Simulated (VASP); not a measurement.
Input of a VASP 6.6.1 run:

Contents of INCAR:

```
SYSTEM = Cl
  PREC = Accurate
  ENCUT = 520
  EDIFF = 1E-6
  ISMEAR = 0
  SIGMA = 0.02
  LREAL = .FALSE.
  LASPH = .TRUE.
  NELM = 60
  ALGO = Normal
  ISIF = 2
  LWAVE = .FALSE.
  LCHARG = .FALSE.
  GGA = PE
  NBANDS = 22
```

The input KPOINTS:

```
Automatic mesh
0
G
  8 8 4
  0 0 0
```

File POSCAR:

```
Cl
1.0
    3.1453488885     -2.1126181440      0.0000000000
    3.1453488885      2.1126181440      0.0000000000
    0.0000000000      0.0000000000      8.2241206320
Cl
4
Direct
    0.1350000000      0.8650000000      0.1100000000
    0.6350000000      0.3650000000      0.3900000000
    0.8650000000      0.1350000000      0.8900000000
    0.3650000000      0.6350000000      0.6100000000
```

Potentials or basis: VASP PAW PBE potentials, release 64 (Cl).

Run with:

```bash
$ cat potpaw_PBE.64/Cl/POTCAR > POTCAR
$ mpirun -np 1 vasp_std > vasp.out
```

Predict the pressure.

-2.2 GPa.

Estimate the largest force.

1.327 eV/Å.

Predict the band gap on the k mesh.

1.82 eV (least direct gap 1.84 eV).

Forces in eV/Å, atoms in the order of the input:
```
Cl   0.000  0.784 -1.071
Cl   0.000  0.784  1.071
Cl   0.000 -0.784  1.071
Cl   0.000 -0.784 -1.071
```

Caveat: the cell differs from its parent crystal (Br replaced by Cl, lengths x 0.910, strained); this functional lacks dispersion, which holds the molecules together, so the pressure and a relaxed volume are unreliable; forces of over 1 eV/Å act on the atoms, so gaps and moduli don't describe the material at rest. A k mesh can miss the band edges.
